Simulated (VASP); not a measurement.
**Os3Pd: single point with PBE**

Os3Pd:

```xyz
4
Lattice="3.8653 0.0000 0.0000 0.0000 3.8653 0.0000 0.0000 0.0000 3.8653" Properties=species:S:1:pos:R:3 pbc="T T T"
Pd    0.0000    0.0000    0.0000
Os    0.0000    1.9327    1.9327
Os    1.9327    0.0000    1.9327
Os    1.9327    1.9327    0.0000
```

* Program: VASP 6.6.1
* Task: single point
* Functional: PBE
* Potentials or basis: VASP PAW PBE potentials, release 64 (Pd, Os)
* Cutoff: 520 eV
* k mesh: 12 × 12 × 12
* Occupations: gaussian, width 0.1 eV
* Spin: no spin polarisation
* Dipole correction: no
* Further INCAR settings: ALGO = Normal; EDIFF = 1e-06; NBANDS = 25

| Property | Result |
| --- | --- |
| Pressure | -0.3 GPa |
| Band gap on the k mesh | zero (bands 17 and 18 overlap by 2.61 eV) |

Levels at points of the mesh, in eV from the Fermi level:
| k point | band 13 | band 14 | band 15 | band 16 | band 17 | band 18 | band 19 | band 20 | band 21 | band 22 |
| --- | --- | --- | --- | --- | --- | --- | --- | --- | --- | --- |
| (0.00, 0.00, 0.00) | 0.83 | 0.83 | 0.83 | 1.17 | 1.17 | 2.08 | 2.08 | 2.08 | 2.19 | 2.88 |
| (0.50, 0.00, 0.00) | -1.92 | -1.92 | -1.42 | -0.82 | -0.81 | -0.81 | -0.77 | 0.71 | 0.98 | 2.88 |
| (0.50, 0.50, 0.00) | -3.63 | -1.53 | -1.53 | -1.45 | -1.45 | -1.44 | -0.26 | -0.17 | 1.76 | 2.90 |
| (0.50, 0.50, 0.50) | -0.40 | -0.40 | -0.40 | -0.28 | 0.52 | 0.52 | 0.52 | 0.92 | 0.92 | 2.23 |

It took 65 s on 1 thread of Intel(R) Xeon(R) Platinum 8488C (Sapphire Rapids), with other jobs on the host, peak memory 0.25 GiB.

Caveat: spin-orbit coupling is left out, which moves the levels of the heavy elements.
